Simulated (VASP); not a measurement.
Input of a VASP 6.6.1 run:

INCAR

```
SYSTEM = La
ALGO = Normal ; EDIFF = 1E-6
EDIFFG = -0.005 ; ENCUT = 600
GGA = CA ; IBRION = 2
ISIF = 3 ; ISMEAR = -1
LASPH = .TRUE. ; LCHARG = .FALSE.
LREAL = .FALSE. ; LWAVE = .FALSE.
NELM = 100 ; NSW = 32
PREC = Accurate ; PSTRESS = 1700.0
SIGMA = 0.08
```

KPOINTS

```
k-points
0
G
  15 15 15
  0 0 0
```

The input POSCAR:

```
La
1.0
    2.4629338750      0.0000000000      0.0000000000
    0.0000000000      2.4629338750      0.0000000000
    0.0000000000      0.0000000000      2.4629338750
La
1
Direct
    0.0000000000      0.0000000000      0.0000000000
```

Potentials or basis: VASP PAW LDA potentials, release 64 (La).

Command:

```bash
$ cat potpaw_LDA.64/La/POTCAR > POTCAR
$ mpirun -np 1 vasp_std > vasp.out
```

(1) What does it give for the relaxed cell?

(2) What does it give for the relaxed volume?

(3) What does it give for the band gap on the k mesh?

## Answers

(1) a = 2.462 Å, b = 2.462 Å, c = 2.462 Å, α = 90.00°, β = 90.00°, γ = 90.00°.

(2) 14.93 Å³/atom.

(3) zero (an odd number of electrons rules out a gap without spin polarisation).

Caveat: the cell is relaxed towards a set pressure, so the run minimises the enthalpy, not the energy; spin-orbit coupling is left out, which moves the levels of the heavy elements.
